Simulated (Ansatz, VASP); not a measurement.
# One calculation of ZnCd2O3, two programs

The input INCAR:

```
PREC = Accurate
ENCUT = 520
EDIFF = 1E-6
ISMEAR = 0
SIGMA = 0.1
LREAL = F
LASPH = T
NELM = 100
ALGO = Normal
ISIF = 2
LWAVE = F
LCHARG = F
GGA = PE
NBANDS = 36
```

KPOINTS

```
Automatic mesh
0
Gamma
  6 6 2
```

POSCAR

```
ZnCd2O3
1.0
    3.2586238000      0.0000000000      0.0000000000
   -1.6293119000      2.8220510000      0.0000000000
    0.0000000000      0.0000000000      8.0669856000
Zn Cd O
1 2 3
Direct
    0.0000000000      0.0000000000      0.0000000000
    0.3333333000      0.6666667000      0.6762590000
    0.6666667000      0.3333333000      0.3237410000
    0.6666667000      0.3333333000      0.8557030000
    0.0000000000      0.0000000000      0.5000000000
    0.3333333000      0.6666667000      0.1442970000
```

Input for Ansatz:

```yaml
crystal:
  lattice:
    - [3.2586238, 0.0, 0.0]
    - [-1.6293119, 2.822051, 0.0]
    - [0.0, 0.0, 8.0669856]
  atoms:
    - { symbol: Zn, position: [0.0, 0.0, 0.0] }
    - { symbol: Cd, position: [0.3333333, 0.6666667, 0.676259] }
    - { symbol: Cd, position: [0.6666667, 0.3333333, 0.323741] }
    - { symbol: O, position: [0.6666667, 0.3333333, 0.855703] }
    - { symbol: O, position: [0.0, 0.0, 0.5] }
    - { symbol: O, position: [0.3333333, 0.6666667, 0.144297] }
basis:
  ecutwfc: 420
kpoints:
  mp_grid: { grid: [6, 6, 2] }
hamiltonian:
  xc: pbe
scf:
  occupations: { method: gaussian, width: 0.1 }
  lower_state_search: "off"
output:
  forces: true
  stress: true
  eigenvalues: true
```

Alike in both runs: task single point; functional PBE; k mesh 6 × 6 × 2; occupations gaussian, width 0.1 eV; no spin polarisation.

|  | VASP | Ansatz |
| --- | --- | --- |
| version | VASP 6.6.1 | Ansatz 0.2.0 |
| potentials or method | VASP PAW PBE potentials, release 64 (Zn, Cd, O), cutoff 520 eV | scalar-relativistic, plane waves, PAW |
| valence electrons in the cell | 54 | 70 |

|  | VASP | Ansatz | Ansatz less VASP |
| --- | --- | --- | --- |
| gap on the k mesh at the Fermi level (eV) | none | none | - |
| pressure (GPa) | 1.3 | 0.1 | -1.17 |
| traceless stress, the component that is largest in VASP (GPa) | 0.08 | 0.03 | -0.051 |
| rms of the force components (eV/Å) | 0.018 | 0.004 | -0.0140 |

Atom by atom the forces differ by 0.015 eV/Å (rms over components). A gap of «none» marks a metal or a gap that the smearing closes. VASP's potentials hold 54 valence electrons a cell and Ansatz's 70, so a difference there can come from the potentials and not from the codes.

The k mesh is coarse, so the values compare programs but aren't converged.
